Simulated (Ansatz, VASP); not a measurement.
**HfN in VASP and in Ansatz**

Contents of INCAR:

```
SYSTEM = HfN
ALGO = Normal
EDIFF = 1E-6
ENCUT = 520
GGA = PS
GGA_COMPAT = .FALSE.
ISIF = 2
ISMEAR = -1
LASPH = .TRUE.
LCHARG = .FALSE.
LMAXMIX = 4
LORBIT = 11
LORBMOM = .TRUE.
LREAL = .FALSE.
LSORBIT = .TRUE.
LWAVE = .FALSE.
MAGMOM = 0 0 0 0 0 0
NBANDS = 27
NELM = 150
PREC = Accurate
SIGMA = 0.08
```

File KPOINTS:

```
k-points
0
G
  14 14 14
  0 0 0
```

POSCAR

```
HfN
1.0
    0.0000000000      2.2510434732      2.2510434732
    2.2510434732      0.0000000000      2.2510434732
    2.2510434732      2.2510434732      0.0000000000
Hf N
1 1
Direct
    0.0000000000      0.0000000000      0.0000000000
    0.5000000000      0.5000000000      0.5000000000
```

Input for Ansatz:

```yaml
crystal:
  lattice:
    - [0.0, 2.25104347318, 2.25104347318]
    - [2.25104347318, 0.0, 2.25104347318]
    - [2.25104347318, 2.25104347318, 0.0]
  atoms:
    - { symbol: Hf, position: [0.0, 0.0, 0.0] }
    - { symbol: "N", position: [0.5, 0.5, 0.5] }
kpoints:
  mp_grid: { grid: [14, 14, 14] }
scf:
  occupations: { method: fermi_dirac, width: 0.08 }
hamiltonian:
  xc: pbesol
  pseudopotentials: { kind: paw_fr }
magnetization:
  noncollinear: true
  spin_orbit: true
output:
  forces: true
  stress: true
  eigenvalues: true
  eigenstates:
    nscf_kmesh: { grid: [16, 16, 16] }
    de_dk: true
    e_range: [-14, 14]
checkpoint:
  write: ck
  write_wavefunctions: false
```

Alike in both runs: task single point; functional PBEsol; k mesh 14 × 14 × 14; occupations fermi-dirac, width 0.08 eV; non-collinear spin, spin-orbit coupling.

```csv
,VASP,Ansatz
version,VASP 6.6.1,Ansatz 0.2.0
potentials or method,"VASP PAW PBE potentials, release 64 (Hf_pv, N)","PAW with Ansatz's default frozen-core files, fully relativistic files with spin-orbit coupling"
plane-wave cutoff (eV),520,420
valence electrons in the cell,15,31
```

VASP gave:

```
pressure (GPa)           : -2.0
net moment per atom (μB) : 0.00
```

Problem. What did Ansatz give for the same quantities?

Solution. Pressure (GPa): -0.4; net moment per atom (μB): 0.00.

VASP's potentials were made for PBE, not for PBEsol. VASP's potentials hold 15 valence electrons a cell and Ansatz's 31, so a difference there can come from the potentials and not from the codes.
